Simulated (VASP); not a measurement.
**La: single point with revPBE**

La:

```xyz
1
Lattice="-2.1238 2.1238 2.1238 2.1238 -2.1238 2.1238 2.1238 2.1238 -2.1238" Properties=species:S:1:pos:R:3 pbc="T T T"
La    0.0000    0.0000    0.0000
```

This isn't the form of La at room conditions, which is double hcp.

```json
{"Program": "VASP 6.6.1", "Task": "single point", "Functional": "revPBE", "Potentials or basis": "VASP PAW PBE potentials, release 64 (La)", "Cutoff": "440 eV", "k mesh": "27 × 27 × 27", "Occupations": "tetrahedron, width 0.1 eV", "Spin": "no spin polarisation", "Tolerance level": "screening", "Purpose": "density of states", "K density": "10 × 10 × 10", "Further INCAR settings": "ALGO = Normal; EDIFF = 1e-06; NBANDS = 20"}
```

```
Valence electrons inside the program's atomic spheres : La 8.57
Density of states at the Fermi level                  : 4.44 states/eV/atom
```

Levels at points of the mesh, in eV from the Fermi level:
```
           k point  band 1  band 2  band 3  band 4  band 5  band 6  band 7  band 8  band 9  band 10
(0.00, 0.00, 0.00)  -32.95  -16.02  -16.02  -16.02   -3.18    1.46    1.46    1.46    1.47     1.47
```

Run time: 120 s on 1 thread of Intel(R) Xeon(R) 6975P-C (Granite Rapids), with other jobs on the host, peak memory 0.49 GiB.

Caveat: spin-orbit coupling is left out, which moves the levels of the heavy elements.
